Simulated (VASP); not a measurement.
## TiAl: single point with PBEsol

The system is TiAl.

```
CELL_PARAMETERS angstrom
2.86726 0.00000 0.00000
-1.43363 2.48312 0.00000
0.00000 0.00000 4.81843
ATOMIC_POSITIONS crystal
Ti 0.00000 0.00000 0.00000
Al 0.33333 0.66667 0.50000
```

This cell differs from its parent crystal: strain +0.000 along x and y, +0.030 along z.

```
Program                : VASP 6.6.1
Task                   : single point
Functional             : PBEsol
Potentials or basis    : VASP PAW PBE potentials, release 64 (Ti_sv, Al)
Cutoff                 : 520 eV
k mesh                 : 18 × 18 × 10
Occupations            : gaussian, width 0.15 eV
Spin                   : no spin polarisation
Dipole correction      : no
Further INCAR settings : ALGO = Fast; EDIFF = 1e-06; NBANDS = 14
```

* Pressure: -5.9 GPa

Stress tensor (GPa, compression positive):
```
-3.95  0.00  0.00
 0.00 -3.95  0.00
 0.00  0.00 -9.65
```

Levels at points of the mesh, in eV from the Fermi level:
| k point | band 5 | band 6 | band 7 | band 8 | band 9 | band 10 |
| --- | --- | --- | --- | --- | --- | --- |
| (0.00, 0.00, 0.00) | -8.85 | -2.41 | -2.04 | 1.25 | 1.25 | 2.74 |
| (0.50, 0.00, 0.00) | -3.59 | -2.75 | -1.50 | -1.01 | 2.09 | 3.83 |
| (0.00, 0.00, 0.50) | -8.06 | -5.27 | -0.57 | 1.26 | 1.26 | 2.68 |
| (0.50, 0.00, 0.50) | -3.53 | -2.41 | -1.80 | 0.53 | 0.89 | 1.93 |

Run time: 110 s on 1 thread of Intel(R) Xeon(R) Platinum 8488C (Sapphire Rapids) (shared host), peak memory 0.24 GiB.

Caveat: the cell differs from its parent crystal (strain +0.000 along x and y, +0.030 along z); the PAW data sets were made with another functional, which shifts forces and pressure a little.
